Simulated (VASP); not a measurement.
# C in VASP: a series of runs

Runs on C. Level: PBE. Tasks: single point.

All numbers are computed with VASP 6.6.1; they aren't measurements. Logs are shortened: lines on timing, memory, paths and dates and some standing lists are left out, and cuts for length are marked.

**1. The cell of the first run**

The typed cell holds 12 atoms: a = 3.809 Å, b = 5.105 Å, c = 6.259 Å, α = 107.66°, β = 90.22°, γ = 111.84°.

**2. Single point, PBE**

File INCAR:

```
PREC     = Accurate       # precision mode
ENCUT    = 520            # plane-wave cutoff, eV
EDIFF    = 1E-7           # SCF threshold, eV
ISMEAR   = 0              # smearing method
SIGMA    = 0.1            # smearing width, eV
LREAL    = False          # projectors in reciprocal space
LASPH    = True           # aspherical terms in the spheres
NELM     = 100            # most SCF steps
ALGO     = Normal         # electronic algorithm
ISIF     = 2              # what is computed and relaxed
LWAVE    = False          # write WAVECAR
LCHARG   = False          # write CHGCAR
GGA      = PE             # functional
NBANDS   = 36             # bands
```

File KPOINTS:

```
Automatic mesh
0
Gamma
  4 4 2
```

File POSCAR:

```
C
1.0
    2.6964222464     -0.0006220990      2.6900962316
   -2.4468909272     -4.4738278612     -0.2368204548
    4.4036007686     -0.0066395832     -4.4473161849
C
12
Direct
    0.2283360831      0.5294914643      0.9257753852
    0.1933419318      0.4989891646      0.4178528028
    0.9490034471     -0.0295404227      0.5354103338
    0.9441097704      0.0010707227      0.0433922521
    0.5366622260      0.7812637359      0.4908839826
    0.6427125071      0.6864862839     -0.0374579038
    0.9504997352      0.2503638352      0.7303169892
    0.9287659443      0.2501742477      0.2303655268
    0.9391894186      0.2458466260      0.9659777130
    0.9432186622      0.2535707288      0.4942630027
    0.2064056582      0.8135442534      0.4990379286
    0.0051987361      0.7187393604     -0.0295400730
```

Potentials or basis: VASP PAW PBE potentials, release 64 (C).

The run is started by

```sh
$ cat potpaw_PBE.64/C/POTCAR > POTCAR
$ mpirun -np 1 vasp_std > vasp.out
```

OUTCAR:

```text
PREC = Accurate
   ENCUT = 520
   EDIFF = 1E-7
   ISMEAR = 0
   LREAL = False
   LASPH = True
   NELM = 100
   ISIF = 2
   GGA = PE

 ion  position               nearest neighbor table
   1  0.228  0.529  0.926-   6 1.46  12 1.48   9 1.55   7 1.57
   2  0.193  0.499  0.418-   8 1.46  10 1.48   5 1.48  11 1.51
   3  0.949  0.970  0.535-  11 1.46   5 1.48  10 1.55   7 1.57
   4  0.944  0.001  0.043-   8 1.46   9 1.48  12 1.48   6 1.51
   5  0.537  0.781  0.491-  11 1.33   3 1.48   2 1.48
   6  0.643  0.686  0.963-  12 1.33   1 1.46   4 1.51
   7  0.950  0.250  0.730-   9 1.48  10 1.48   1 1.57   3 1.57
   8  0.929  0.250  0.230-   2 1.46   4 1.46  10 1.65   9 1.65
   9  0.939  0.246  0.966-   4 1.48   7 1.48   1 1.55   8 1.65
  10  0.943  0.254  0.494-   2 1.48   7 1.48   3 1.55   8 1.65
  11  0.206  0.814  0.499-   5 1.33   3 1.46   2 1.51
  12  0.005  0.719  0.970-   6 1.33   1 1.48   4 1.48

  LATTYP: Found a triclinic cell.
 ALAT       =     5.1047521849
 B/A-ratio  =     1.8587907584
 C/A-ratio  =     0.7461373799
 COS(alpha) =     0.0012922159
 COS(beta)  =     0.3719619931
 COS(gamma) =     0.7265609078

  Lattice vectors:

 A1 = (   2.4468909272,   4.4738278612,   0.2368204548)
 A2 = (  -2.2062411606,   8.9549174046,   2.2308608629)
 A3 = (   2.6964222464,  -0.0006220990,   2.6900962316)

Analysis of symmetry for initial positions (statically):
=====================================================================
 Subroutine PRICEL returns:
 Original cell was already a primitive cell.

 Routine SETGRP: Setting up the symmetry group for a
 triclinic supercell.

 Subroutine GETGRP returns: Found  1 space group operations
 (whereof  1 operations were pure point group operations)
 out of a pool of  2 trial point group operations.

The static configuration has the point symmetry C_1 .

Analysis of symmetry for dynamics (positions and initial velocities):
=====================================================================
 Subroutine PRICEL returns:
 Original cell was already a primitive cell.

 Routine SETGRP: Setting up the symmetry group for a
 triclinic supercell.

 Subroutine GETGRP returns: Found  1 space group operations
 (whereof  1 operations were pure point group operations)
 out of a pool of  2 trial point group operations.

[... 121 lines left out ...]
   ISIF   =      2    stress and relaxation
   ISYM   =      2    0-nonsym 1-usesym 2-fastsym
   POTIM  = 0.5000    time-step for ionic-motion
   TEBEG  =    0.0;   TEEND  =   0.0 temperature during run
   PSTRESS=    0.0 pullay stress
   NELECT =      48.0000    total number of electrons
   NUPDOWN=      -1.0000    fix difference up-down
   EMIN   =  10.00;   EMAX   =-10.00  energy-range for DOS
   EFERMI =   0.00;   METHOD = LEGACY
   ISMEAR =     0;   SIGMA  =   0.10  broadening in eV -4-tet -1-fermi 0-gaus
   EFERMI_NEDOS =   21; number of points for ismear=-14 and -15
   IALGO  =     38    algorithm
   IMIX   =      4    mixing-type and parameters
     AMIX     =   0.40;   BMIX     =  1.00
     AMIX_MAG =   1.60;   BMIX_MAG =  1.00
  volume/ion in A,a.u.               =       8.89        60.00
  Fermi-wavevector in a.u.,A,eV,Ry     =   1.254418  2.370506 21.409639  1.573564
  Thomas-Fermi vector in A             =   2.388224
   LORBIT       =      0    0 simple, 1 ext, 2 COOP (PROOUT), +10 PAW based schemes
   GGA     = PE    functional components
   LHFCALC =     F    Hartree Fock is set to
   AEXX    =    0.0000 exact exchange contribution
   IVDW    =     0    specifies the selected vdW correction
   LEPSILON=     F    determine dielectric tensor
   LRPA    =     F    only Hartree local field effects (RPA)
 non-spin polarized calculation
 Gauss-broadening in eV      SIGMA  =   0.10
  energy-cutoff  :      520.00
  volume of cell :      106.69
 maximum number of plane-waves:      2889
   NGX = 15   NGY = 19   NGZ = 23

 number of electron      48.0000002 magnetization

 Free energy of the ion-electron system (eV)
  ---------------------------------------------------
  ext. energy  EPLUGINS =         0.00000000
  ---------------------------------------------------
  free energy    TOTEN  =       -94.30043700 eV

  energy without entropy =      -94.30043700  energy(sigma->0) =      -94.30043700

 E-fermi :   5.4067     XC(G=0): -10.3386

 val. band max:        5.0314536156   @ k =   0.0000   0.0000   0.0000
 cond. band min:       5.7934713420   @ k =   0.5000   0.2500   0.5000
 fundamental gap:      0.7620177264
 Fermi energy:         5.4066758410

 k-point     1 :       0.0000    0.0000    0.0000
  band No.  band energies     occupation
      1     -15.7131      2.00000
      2     -14.3422      2.00000
      3     -12.9235      2.00000
      4     -11.9436      2.00000
      5     -11.6271      2.00000
      6     -10.4180      2.00000
[... 769 lines left out ...]
     35      13.1599      0.00000
     36      13.5792      0.00000

------------------------ aborting loop because EDIFF is reached ----------------------------------------

  FORCE on cell =-STRESS in cart. coord.  units (eV):
  Direction    XX          YY          ZZ          XY          YZ          ZX
  --------------------------------------------------------------------------------------
  -------------------------------------------------------------------------------------
  Total        0.2907338      0.3174874      0.1687899     -0.0172111      0.0105131      0.0453716
  in kB        4.3658327      4.7675807      2.5346501     -0.2584516      0.1578712      0.6813277
  external PRESSURE =       3.8893545 kB  Pullay stress =       0.0000000 kB

 VOLUME and BASIS-vectors are now :
 -----------------------------------------------------------------------------
  energy-cutoff  :      520.00
  volume of cell :      106.69
      direct lattice vectors                 reciprocal lattice vectors
     2.696422246 -0.000622099  2.690096232     0.186467807 -0.111768096  0.184801763
    -2.446890927 -4.473827861 -0.236820455    -0.000193336 -0.223424015  0.000142123
     4.403600769 -0.006639583 -4.447316185     0.112801094 -0.055709005 -0.113079239

 POSITION                                       TOTAL-FORCE (eV/Angst)
 -----------------------------------------------------------------------------------
      3.39683     -2.37514     -3.62836         0.028465     -0.037202      0.010395
      1.14042     -2.23529     -1.45639        -0.007900      0.010730      0.019217
      2.54204     -4.34581     -0.05805         0.011780      0.032247      0.023177
      2.73418     -0.00567      2.34651         0.012679     -0.008889      0.006796
      1.69706     -3.49883     -0.92446         0.047046     -0.011993      0.030988
      4.29192     -3.07801     -2.71434        -0.053061      0.037261     -0.043746
      5.16636     -1.12553     -0.75031        -0.005546      0.011820     -0.008445
      2.90663     -1.12134      1.41472        -0.012851      0.008724     -0.013149
      6.18467     -1.10687     -1.82772        -0.010817     -0.011099     -0.012587
      4.09939     -1.13830      0.27915        -0.009193     -0.008410     -0.008525
      0.76347     -3.64310     -1.85679        -0.041140     -0.033039     -0.045335
      2.52886     -3.22196     -4.47217         0.040537      0.009849      0.041216
 -----------------------------------------------------------------------------------
    total drift:                                0.000139      0.000174      0.000212

  FREE ENERGIE OF THE ION-ELECTRON SYSTEM (eV)
  ---------------------------------------------------
  free  energy   TOTEN  =       -94.3004370028 eV

  energy  without entropy=      -94.3004370000  energy(sigma->0) =      -94.30043700
```

stdout:

```text
POSCAR found type information on POSCAR C
 POSCAR found :  1 types and      12 ions
 scaLAPACK will be used
 LDA part: xc-table for (Slater+PW92), standard interpolation
 POSCAR, INCAR and KPOINTS ok, starting setup
 FFT: planning ... GRIDC
 FFT: planning ... GRID_SOFT
 FFT: planning ... GRID
 WAVECAR not read
 entering main loop
```

Wall time 2.5 min (1 thread of Intel Xeon 8259CL, shared host); peak memory 0.23 GiB.

Results:

```yaml
Free_energy: -94.3004 eV
Pressure: 0.4 GPa
Largest_force: 0.078 eV/Å
Band_gap_on_the_k_mesh: 0.76 eV (least direct gap 1.93 eV)
```

Forces in eV/Å, atoms in the order of the input:
```
C    0.028 -0.037  0.010
C   -0.008  0.011  0.019
C    0.012  0.032  0.023
C    0.013 -0.009  0.007
C    0.047 -0.012  0.031
C   -0.053  0.037 -0.044
C   -0.006  0.012 -0.008
C   -0.013  0.009 -0.013
C   -0.011 -0.011 -0.013
C   -0.009 -0.008 -0.009
C   -0.041 -0.033 -0.045
C    0.041  0.010  0.041
```

Caveat: the k points lie up to 0.53 Å⁻¹ apart. A k mesh can miss the band edges.

**3. Single point, PBE**

This run uses another cell than the first one, of the same volume but with other edges.

File INCAR:

```
SYSTEM = C
PREC = Accurate
ENCUT = 520
EDIFF = 1E-7
ISMEAR = 0
SIGMA = 0.1
LREAL = .False.
LASPH = .True.
NELM = 80
ALGO = Normal
ISIF = 2
LWAVE = .False.
LCHARG = .False.
GGA = PE
NBANDS = 36
```

File KPOINTS:

```
regular mesh
0
Gamma
  6 6 4
  0 0 0
```

File POSCAR:

```
C
1.0
    4.7384791708     -1.9044232101      0.0000000000
    4.7384791708      1.9044232101      0.0000000000
   -2.0548955212      0.0000000000      5.9116638486
C
12
Direct
    0.9781772549      0.3011553812      0.6951825257
    0.9431831035      0.3056472328      0.1872599433
    0.6988446188      0.0218227451      0.3048174743
    0.6943527672      0.0568168965      0.8127400567
    0.2865033978      0.2446015100      0.2602911231
    0.3925536789      0.0437737768      0.7319492367
    0.7002384035      0.2997615965      0.5000000000
    0.6785994064      0.3214005936      0.0000000000
    0.6890305903      0.3066572075      0.7353848535
    0.6933427925      0.3109694097      0.2646151465
    0.9562262232      0.6074463211      0.2680507633
    0.7553984900      0.7134966022      0.7397088769
```

Potentials or basis: VASP PAW PBE potentials, release 64 (C).

The run is started by

```sh
$ cat potpaw_PBE.64/C/POTCAR > POTCAR
$ mpirun -np 1 vasp_std > vasp.out
```

Wall time 7 min (1 thread of Intel Xeon 8259CL, shared host); peak memory 0.31 GiB.

It converged, with:

| Property | Result |
| --- | --- |
| Free energy | -94.3361 eV |
| Pressure | 0.3 GPa |
| Largest force | 0.117 eV/Å |
| Band gap on the k mesh | 0.73 eV (least direct gap 1.92 eV) |

Forces in eV/Å, atoms in the order of the input:
```
C    0.040 -0.098  0.051
C    0.047 -0.075 -0.035
C   -0.040 -0.098 -0.051
C   -0.047 -0.075  0.035
C    0.032 -0.004  0.009
C    0.004  0.014 -0.023
C    0.000  0.105  0.000
C    0.000  0.069  0.000
C    0.034  0.076  0.022
C   -0.034  0.076 -0.022
C   -0.004  0.014  0.023
C   -0.032 -0.004 -0.009
```

Stress tensor (GPa, compression positive):
```
 0.38  0.00  0.26
 0.00  0.47  0.00
 0.26  0.00 -0.01
```

Levels at points of the mesh, in eV from the valence-band top:
```tsv
k point	band 21	band 22	band 23	band 24	band 25	band 26	band 27	band 28
(0.00, 0.00, 0.00)	-2.84	-2.13	-1.95	0.00	1.92	2.80	2.85	3.92
(0.50, 0.00, 0.00)	-3.87	-3.05	-1.59	-1.43	1.05	1.98	3.61	4.03
(0.50, 0.50, 0.00)	-3.57	-2.14	-1.97	-1.91	1.87	2.62	3.77	3.96
(0.00, 0.00, 0.50)	-2.52	-1.98	-1.24	-1.19	1.17	1.97	2.91	3.23
(0.50, 0.00, 0.50)	-2.93	-2.51	-2.11	-1.65	0.79	1.64	2.09	2.65
(0.50, 0.50, 0.50)	-3.59	-3.10	-1.38	-0.68	1.54	2.32	2.73	3.15
```

A k mesh can miss the band edges.
